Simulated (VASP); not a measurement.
The system is C.

```
C
1.0
     2.46400    0.00000    0.00000
    -1.23200    2.13389    0.00000
     0.00000    0.00000    6.71100
C
4
Direct
  0.00000 0.00000 0.25000
  0.00000 0.00000 0.75000
  0.33333 0.66667 0.25000
  0.66667 0.33333 0.75000
```

- Program: VASP 6.6.1
- Task: relaxation of cell and atoms
- Functional: RPBE
- Potentials or basis: VASP PAW PBE potentials, release 64 (C)
- Cutoff: 600 eV
- k mesh: 8 × 8 × 3
- Occupations: fermi-dirac, width 0.05 eV
- Spin: no spin polarisation

At the start: pressure 5.7 GPa; volume 8.82 Å³/atom.

Problem. Where does the relaxation end?

Solution. Over 12 steps the energy falls by 30.8 meV/atom and the volume is 11.01 Å³/atom (+24.8 %); space group P6_3/mmc (No. 194, to 0.05 Å).

Step by step:
```csv
step,energy change (eV),largest force (eV/Å),pressure (GPa),volume (Å³)
1,0.0000,0.0000,5.70,35.29
2,0.0086,0.0000,-6.53,36.91
3,-0.0121,0.0000,0.15,35.98
4,-0.0299,0.0000,0.13,36.57
5,-0.0708,0.0000,0.18,38.35
6,-0.1154,0.0000,0.39,41.89
7,-0.0708,0.0000,-0.28,48.93
8,-0.1223,0.0000,0.41,43.32
9,-0.1233,0.0000,0.38,44.10
10,-0.1232,0.0000,0.40,43.94
11,-0.1163,0.0000,-3.27,44.74
12,-0.1233,0.0000,-0.01,44.02
```

Final structure:
```yaml
crystal:
  lattice:
    - [2.47748, 0.00000, 0.00000]
    - [-1.23874, 2.14556, 0.00000]
    - [0.00000, 0.00000, 8.28160]
  atoms:
    - { symbol: C, position: [0.00000, 0.00000, 0.25000] }
    - { symbol: C, position: [0.00000, 0.00000, 0.75000] }
    - { symbol: C, position: [0.33333, 0.66667, 0.25000] }
    - { symbol: C, position: [0.66667, 0.33333, 0.75000] }
```

Caveat: the volume moved by over 15 % at a fixed basis, so the end points are rough; the PAW data sets were made with another functional, which shifts forces and pressure a little; this functional lacks dispersion, which binds the layers, so the pressure and a relaxed spacing across them are unreliable; the volume moved by +25 % from the deposited cell, more than functionals usually miss.
